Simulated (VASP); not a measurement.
# MgO (P6_3mc) in VASP: notebook

MgO is run at these levels: PBE; tasks: single point.

Program: VASP 6.6.1. These are calculated values, not measurements. Logs are shortened: lines on timing, memory, paths and dates and some standing lists are left out, and cuts for length are marked.

### Step 1. The cell of the first run

Symmetry: P6_3mc, No. 186, hexagonal system. Conventional cell: a = 3.288 Å, b = 3.288 Å, c = 5.034 Å, α = 90.00°, β = 90.00°, γ = 120.00°. Within 2.6 Å of Mg (site symmetry 3m) lie 4 O at 1.97 to 1.99 Å. Within 2.6 Å of O (site symmetry 3m) lie 4 Mg at 1.97 to 1.99 Å.

### Step 2. Single point, PBE

INCAR reads:

```
ALGO     = Normal         # electronic algorithm
EDIFF    = 1E-7           # SCF threshold, eV
ENCUT    = 520            # plane-wave cutoff, eV
GGA      = PE             # functional
ISIF     = 2              # what is computed and relaxed
ISMEAR   = -1             # smearing method
LASPH    = T              # aspherical terms in the spheres
LCHARG   = F              # write CHGCAR
LREAL    = F              # projectors in reciprocal space
LWAVE    = F              # write WAVECAR
NBANDS   = 16             # bands
NELM     = 80             # most SCF steps
PREC     = Accurate       # precision mode
SIGMA    = 0.02           # smearing width, eV
```

KPOINTS reads:

```
k-points
0
Gamma
  12 12 6
```

POSCAR reads:

```
MgO
1.0
    3.2882172281      0.0000000000      0.0000000000
   -1.6441086140      2.8476796527      0.0000000000
    0.0000000000      0.0000000000      5.0343662748
Mg O
2 2
Direct
    0.3333333333      0.6666666667     -0.0098385227
    0.6666666667      0.3333333333      0.4901614773
    0.3333333333      0.6666666667      0.3848385227
    0.6666666667      0.3333333333      0.8848385227
```

Potentials or basis: VASP PAW PBE potentials, release 64 (Mg, O).

Command:

```bash
$ cat potpaw_PBE.64/Mg/POTCAR potpaw_PBE.64/O/POTCAR > POTCAR
$ mpirun -np 1 vasp_std > vasp.out
```

OUTCAR:

```text
EDIFF = 1E-7
   ENCUT = 520
   GGA = PE
   ISIF = 2
   ISMEAR = -1
   LASPH = T
   LREAL = F
   NELM = 80
   PREC = Accurate

 ion  position               nearest neighbor table
   1  0.333  0.667  0.990-   4 1.97   4 1.97   4 1.97   3 1.99   2 3.15   2 3.15   2 3.15   2 3.15
                             2 3.15   2 3.15
   2  0.667  0.333  0.490-   3 1.97   3 1.97   3 1.97   4 1.99   1 3.15   1 3.15   1 3.15   1 3.15
                             1 3.15   1 3.15
   3  0.333  0.667  0.385-   2 1.97   2 1.97   2 1.97   1 1.99
   4  0.667  0.333  0.885-   1 1.97   1 1.97   1 1.97   2 1.99

  LATTYP: Found a hexagonal cell.
 ALAT       =     3.2882172281
 C/A-ratio  =     1.5310321446

  Lattice vectors:

 A1 = (   3.2882172281,   0.0000000000,   0.0000000000)
 A2 = (  -1.6441086140,   2.8476796527,   0.0000000000)
 A3 = (   0.0000000000,   0.0000000000,   5.0343662748)

Analysis of symmetry for initial positions (statically):
=====================================================================
 Subroutine PRICEL returns:
 Original cell was already a primitive cell.

 Routine SETGRP: Setting up the symmetry group for a
 hexagonal supercell.

 Subroutine GETGRP returns: Found 12 space group operations
 (whereof  6 operations were pure point group operations)
 out of a pool of 24 trial point group operations.

The static configuration has the point symmetry C_3v.
 The point group associated with its full space group is C_6v.

Analysis of symmetry for dynamics (positions and initial velocities):
=====================================================================
 Subroutine PRICEL returns:
 Original cell was already a primitive cell.

 Routine SETGRP: Setting up the symmetry group for a
 hexagonal supercell.

 Subroutine GETGRP returns: Found 12 space group operations
 (whereof  6 operations were pure point group operations)
 out of a pool of 24 trial point group operations.

The dynamic configuration has the point symmetry C_3v.
 The point group associated with its full space group is C_6v.

 Subroutine INISYM returns: Found 12 space group operations
 (whereof  6 operations are pure point group operations),
 and found     1 'primitive' translations

----------------------------------------------------------------------------------------

                                     Primitive cell

  volume of cell :      47.1407

  direct lattice vectors                    reciprocal lattice vectors
     3.288217228  0.000000000  0.000000000     0.304116161  0.175581547  0.000000000
    -1.644108614  2.847679653  0.000000000     0.000000000  0.351163095  0.000000000
     0.000000000  0.000000000  5.034366275     0.000000000  0.000000000  0.198634733

  length of vectors
     3.288217228  3.288217228  5.034366275     0.351163095  0.351163095  0.198634733

  position of ions in fractional coordinates (direct lattice)
     0.333333333  0.666666667  0.990161477
     0.666666667  0.333333333  0.490161477
     0.333333333  0.666666667  0.384838523
     0.666666667  0.333333333  0.884838523

  ion indices of the primitive-cell ions
   primitive index   ion index
                 1           1
                 2           2
                 3           3
                 4           4

----------------------------------------------------------------------------------------

 KPOINTS: k-points

Automatic generation of k-mesh.
 Grid dimensions read from file:
 generate k-points for:   12   12    6

 Generating k-lattice:

  Cartesian coordinates                     Fractional coordinates (reciprocal lattice)
     0.025343013  0.014631796  0.000000000     0.083333333 -0.000000000  0.000000000
     0.000000000  0.029263591  0.000000000     0.000000000  0.083333333  0.000000000
     0.000000000  0.000000000  0.033105789     0.000000000  0.000000000  0.166666667

  Length of vectors
     0.029263591  0.029263591  0.033105789

  Shift w.r.t. Gamma in fractional coordinates (k-lattice)
     0.000000000  0.000000000  0.000000000

 Subroutine IBZKPT returns following result:
 ===========================================

 Found     76 irreducible k-points:

 Following reciprocal coordinates:
            Coordinates               Weight
  0.000000  0.000000  0.000000      1.000000
  0.083333  0.000000  0.000000      6.000000
  0.166667  0.000000  0.000000      6.000000
  0.250000  0.000000  0.000000      6.000000
  0.333333 -0.000000  0.000000      6.000000
  0.416667  0.000000  0.000000      6.000000
[... 16 lines left out ...]
  0.250000  0.000000  0.166667     12.000000
  0.333333 -0.000000  0.166667     12.000000
 [... further k-points ...]
   k-points           NKPTS =     76   k-points in BZ     NKDIM =     76   number of bands    NBANDS=     16
   number of dos      NEDOS =    301   number of ions     NIONS =      4
   total plane-waves  NPLWV =  23040
   dimension x,y,z NGX =    24 NGY =   24 NGZ =   40
   dimension x,y,z NGXF=    48 NGYF=   48 NGZF=   80
   ions per type =               2   2
   NGX,Y,Z   is equivalent  to a cutoff of  12.13, 12.13, 13.21 a.u.
   NGXF,Y,Z  is equivalent  to a cutoff of  24.27, 24.27, 26.42 a.u.
 SYSTEM =  unknown system
   PREC   = accura    normal or accurate (medium, high low for compatibility)
   ISTART =      0    job   : 0-new  1-cont  2-samecut
   ICHARG =      2    charge: 1-file 2-atom 10-const
   ISPIN  =      1    spin polarized calculation?
   LNONCOLLINEAR =      F non collinear calculations
   LSORBIT =      F    spin-orbit coupling
   LASPH  =      T    aspherical Exc in radial PAW
   ENCUT  =  520.0 eV  38.22 Ry    6.18 a.u.   6.11  6.11  9.36*2*pi/ulx,y,z
   NELM   =     80;   NELMIN=  2; NELMDL= -5     # of ELM steps
   EDIFF  = 0.1E-06   stopping-criterion for ELM
   LREAL  =      F    real-space projection
   EDIFFG = 0.1E-05   stopping-criterion for IOM
   NSW    =      0    number of steps for IOM
   IBRION =     -1    ionic relax: 0-MD 1-quasi-New 2-CG
   NFREE  =      0    steps in history (QN), initial steepest desc. (CG)
   ISIF   =      2    stress and relaxation
   ISYM   =      2    0-nonsym 1-usesym 2-fastsym
   POTIM  = 0.5000    time-step for ionic-motion
   TEBEG  =    0.0;   TEEND  =   0.0 temperature during run
   PSTRESS=    0.0 pullay stress
   NELECT =      16.0000    total number of electrons
   NUPDOWN=      -1.0000    fix difference up-down
   EMIN   =  10.00;   EMAX   =-10.00  energy-range for DOS
   EFERMI =   0.00;   METHOD = LEGACY
   ISMEAR =    -1;   SIGMA  =   0.02  broadening in eV -4-tet -1-fermi 0-gaus
   EFERMI_NEDOS =   21; number of points for ismear=-14 and -15
   IALGO  =     38    algorithm
   IMIX   =      4    mixing-type and parameters
     AMIX     =   0.40;   BMIX     =  1.00
     AMIX_MAG =   1.60;   BMIX_MAG =  1.00
  volume/ion in A,a.u.               =      11.79        79.53
  Fermi-wavevector in a.u.,A,eV,Ry     =   1.141956  2.157984 17.742859  1.304063
  Thomas-Fermi vector in A             =   2.278655
   LORBIT       =      0    0 simple, 1 ext, 2 COOP (PROOUT), +10 PAW based schemes
   GGA     = PE    functional components
   LHFCALC =     F    Hartree Fock is set to
   AEXX    =    0.0000 exact exchange contribution
   IVDW    =     0    specifies the selected vdW correction
   LEPSILON=     F    determine dielectric tensor
   LRPA    =     F    only Hartree local field effects (RPA)
 non-spin polarized calculation
  energy-cutoff  :      520.00
  volume of cell :       47.14
 maximum number of plane-waves:      1288
   NGX = 13   NGY = 13   NGZ = 19

 number of electron      16.0000010 magnetization

 Free energy of the ion-electron system (eV)
  ---------------------------------------------------
  ext. energy  EPLUGINS =         0.00000000
  ---------------------------------------------------
  free energy    TOTEN  =       -23.51867132 eV

  energy without entropy =      -23.51867132  energy(sigma->0) =      -23.51867132

 E-fermi :   1.4831     XC(G=0):  -9.7486

 val. band max:        1.0977106126   @ k =   0.0000   0.0000   0.0000
 cond. band min:       4.6376562340   @ k =   0.0000   0.0000   0.0000
 fundamental gap:      3.5399456215
 Fermi energy:         1.4831297439

 k-point     1 :       0.0000    0.0000    0.0000
  band No.  band energies     occupation
      1     -15.1155      2.00000
      2     -14.3291      2.00000
      3      -2.1517      2.00000
      4       0.4205      2.00000
      5       0.4205      2.00000
      6       0.7333      2.00000
[... 8 lines left out ...]
     15      17.7387      0.00000
     16      17.7387      0.00000

 k-point     2 :       0.0833    0.0000    0.0000
  band No.  band energies     occupation
      1     -15.0802      2.00000
      2     -14.3161      2.00000
      3      -2.0829      2.00000
      4       0.2485      2.00000
      5       0.3724      2.00000
      6       0.4989      2.00000
[... 8 lines left out ...]
     15      17.7487      0.00000
     16      17.9034      0.00000

 k-point     3 :       0.1667    0.0000    0.0000
  band No.  band energies     occupation
      1     -14.9802      2.00000
      2     -14.2830      2.00000
      3      -1.8834      2.00000
      4      -0.2726      2.00000
      5       0.0774      2.00000
      6       0.2574      2.00000
[... 8 lines left out ...]
     15      16.7934      0.00000
     16      17.1146      0.00000

 k-point     4 :       0.2500    0.0000    0.0000
  band No.  band energies     occupation
      1     -14.8337      2.00000
      2     -14.2434      2.00000
      3      -1.5762      2.00000
      4      -0.9119      2.00000
      5      -0.3484      2.00000
      6       0.1218      2.00000
[... 8 lines left out ...]
     15      16.0712      0.00000
     16      16.6535      0.00000

 k-point     5 :       0.3333   -0.0000    0.0000
  band No.  band energies     occupation
      1     -14.6699      2.00000
      2     -14.2164      2.00000
      3      -1.4768      2.00000
      4      -1.1845      2.00000
      5      -0.7173      2.00000
      6       0.0003      2.00000
[... 8 lines left out ...]
     15      15.6046      0.00000
     16      16.8884      0.00000

 k-point     6 :       0.4167    0.0000    0.0000
  band No.  band energies     occupation
      1     -14.5279      2.00000
      2     -14.2156      2.00000
      3      -1.8322      2.00000
      4      -0.9995      2.00000
      5      -0.7851      2.00000
      6      -0.0825      2.00000
[... 8 lines left out ...]
     15      15.3424      0.00000
     16      17.1431      0.00000
[... 267 lines left out ...]
 k-point    21 :       0.0833    0.0000    0.1667
  band No.  band energies     occupation
      1     -15.0323      2.00000
      2     -14.3711      2.00000
      3      -1.9448      2.00000
      4       0.2519      2.00000
      5       0.3705      2.00000
      6       0.3956      2.00000
[... 8 lines left out ...]
     15      17.2328      0.00000
     16      17.2836      0.00000

 k-point    22 :       0.1667    0.0000    0.1667
  band No.  band energies     occupation
      1     -14.9358      2.00000
      2     -14.3323      2.00000
      3      -1.7886      2.00000
      4      -0.3113      2.00000
      5       0.0305      2.00000
      6       0.2872      2.00000
[... 8 lines left out ...]
     15      16.8467      0.00000
     16      16.9511      0.00000

 k-point    23 :       0.2500    0.0000    0.1667
  band No.  band energies     occupation
      1     -14.7953      2.00000
      2     -14.2841      2.00000
      3      -1.5962      2.00000
      4      -0.8918      2.00000
      5      -0.3375      2.00000
      6       0.1580      2.00000
[... 8 lines left out ...]
     15      16.0956      0.00000
     16      16.6573      0.00000

 k-point    24 :       0.3333   -0.0000    0.1667
  band No.  band energies     occupation
      1     -14.6393      2.00000
      2     -14.2463      2.00000
      3      -1.6444      2.00000
      4      -1.1766      2.00000
      5      -0.5686      2.00000
      6       0.0413      2.00000
[... 8 lines left out ...]
     15      15.7155      0.00000
     16      16.8403      0.00000

 [... further k-points ...]
[... 5 lines left out ...]
  --------------------------------------------------------------------------------------
  -------------------------------------------------------------------------------------
  Total        1.0455910      1.0455910      1.0279997      0.0000000      0.0000000     -0.0000000
  in kB       35.5366082     35.5366082     34.9387314      0.0000000      0.0000000     -0.0000000
  external PRESSURE =      35.3373160 kB  Pullay stress =       0.0000000 kB

 VOLUME and BASIS-vectors are now :
 -----------------------------------------------------------------------------
  energy-cutoff  :      520.00
  volume of cell :       47.14
      direct lattice vectors                 reciprocal lattice vectors
     3.288217228  0.000000000  0.000000000     0.304116161  0.175581547  0.000000000
    -1.644108614  2.847679653  0.000000000     0.000000000  0.351163095  0.000000000
     0.000000000  0.000000000  5.034366275     0.000000000  0.000000000  0.198634733

 POSITION                                       TOTAL-FORCE (eV/Angst)
 -----------------------------------------------------------------------------------
     -0.00000      1.89845      4.98484        -0.000000      0.000000     -0.014736
      1.64411      0.94923      2.46765         0.000000     -0.000000     -0.014736
     -0.00000      1.89845      1.93742        -0.000000      0.000000      0.014736
      1.64411      0.94923      4.45460        -0.000000     -0.000000      0.014736
 -----------------------------------------------------------------------------------
    total drift:                               -0.000000     -0.000000      0.001180

  FREE ENERGIE OF THE ION-ELECTRON SYSTEM (eV)
  ---------------------------------------------------
  free  energy   TOTEN  =       -23.5186713173 eV

  energy  without entropy=      -23.5186713173  energy(sigma->0) =      -23.51867132
```

Wall time 36 s (1 thread of Intel Xeon Platinum 8259CL at 2.50GHz (Skylake/Cascade Lake), shared host); peak memory 0.19 GiB.

Results:

```
Free energy            : -23.5187 eV
Pressure               : 3.5 GPa
Largest force          : 0.015 eV/Å
Band gap on the k mesh : 3.54 eV, direct
```

Forces in eV/Å, atoms in the order of the input:
```
Mg   0.000  0.000 -0.015
Mg   0.000  0.000 -0.015
O    0.000  0.000  0.015
O    0.000  0.000  0.015
```

A k mesh can miss the band edges. A hybrid or GW would open this gap; PBE tends to underestimate it.

(Part 1 of 2 ends here.)
